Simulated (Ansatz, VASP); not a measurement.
## One calculation of Mo, two programs

```xyz
1
Lattice="-1.5686 1.5686 1.5686 1.5686 -1.5686 1.5686 1.5686 1.5686 -1.5686" Properties=species:S:1:pos:R:3 pbc="T T T"
Mo    0.0000    0.0000    0.0000
```

Alike in both runs: functional PBE; dispersion D4; k mesh 13 × 13 × 13; occupations fermi-dirac, width 0.15 eV; no spin polarisation.

Ansatz relaxed the structure, and its values are those at the end. VASP's run is a single point on that final structure, the one shown.

|  | VASP | Ansatz |
| --- | --- | --- |
| version | VASP 6.6.1 | Ansatz 0.2.0 |
| potentials or method | VASP PAW PBE potentials, release 64 (Mo_sv) | plane waves, PAW |
| plane-wave cutoff (eV) | 520 | 420 |
| valence electrons in the cell | 14 | 14 |

Ansatz gave:

| Property | Result |
| --- | --- |
| pressure (GPa) | 0.0 |

Task: What did VASP give for the same quantities?

Result: Pressure (GPa): 0.6.

Ansatz's warnings: stress scf threshold loose.
